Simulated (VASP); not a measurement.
Set up this calculation in VASP 6.6.1, as the native input.

* Task: single point
* Functional: HSE06
* Potentials or basis: VASP PAW PBE potentials, release 64 (Pb_d)
* Cutoff: 520 eV
* k mesh: 6 × 6 × 6
* Occupations: fermi-dirac, width 0.1 eV
* Spin: no spin polarisation
* Dipole correction: no
* Grid for exact exchange (PRECFOCK): Normal
* Further INCAR settings: ALGO = Normal; EDIFF = 1e-06; NBANDS = 13
* Screening parameter: 0.2079 1/Å

Pb:

```
CELL_PARAMETERS angstrom
0.00000 2.52336 2.52336
2.52336 0.00000 2.52336
2.52336 2.52336 0.00000
ATOMIC_POSITIONS crystal
Pb 0.00000 0.00000 0.00000
```

One way to write it, as run:

POSCAR

```
Pb
1.0
    0.0000000000      2.5233555431      2.5233555431
    2.5233555431      0.0000000000      2.5233555431
    2.5233555431      2.5233555431      0.0000000000
Pb
1
Direct
    0.0000000000      0.0000000000      0.0000000000
```

INCAR.step1

```
  ALGO = Normal
  EDIFF = 1E-5
  ENCUT = 520
  GGA = PE
  ISIF = 2
  ISMEAR = -1
  LASPH = True
  LCHARG = False
  LREAL = False
  LWAVE = True
  NBANDS = 13
  NELM = 60
  PREC = Accurate
  SIGMA = 0.1
```

INCAR.step2

```
  ALGO = Normal
  EDIFF = 1E-6
  ENCUT = 520
  GGA = PE
  HFSCREEN = 0.2079
  ISIF = 2
  ISMEAR = -1
  ISTART = 1
  LASPH = True
  LCHARG = False
  LHFCALC = True
  LREAL = False
  LWAVE = False
  NBANDS = 13
  NELM = 60
  PREC = Accurate
  PRECFOCK = Normal
  SIGMA = 0.1
```

KPOINTS

```
k-points
0
Gamma
  6 6 6
```

Potentials or basis: VASP PAW PBE potentials, release 64 (Pb_d).

Run with:

```bash
$ cat potpaw_PBE.64/Pb_d/POTCAR > POTCAR
$ cp INCAR.step1 INCAR
$ mpirun -np 1 vasp_std > vasp.out
$ cp INCAR.step2 INCAR
$ mpirun -np 1 vasp_std > vasp.out
```

Results of the run:

```
Pressure               : -0.4 GPa
Band gap on the k mesh : zero (band 7 reaches 14.29 eV, above the bottom of band 8 at 4.95 eV)
```

Caveat: the PAW data sets were made with another functional, which shifts forces and pressure a little; spin-orbit coupling is left out, which moves the levels of the heavy elements.

Run time: 37 min on 1 thread of Oxide Virtual Turin-like Processor (shared host), peak memory 0.24 GiB.
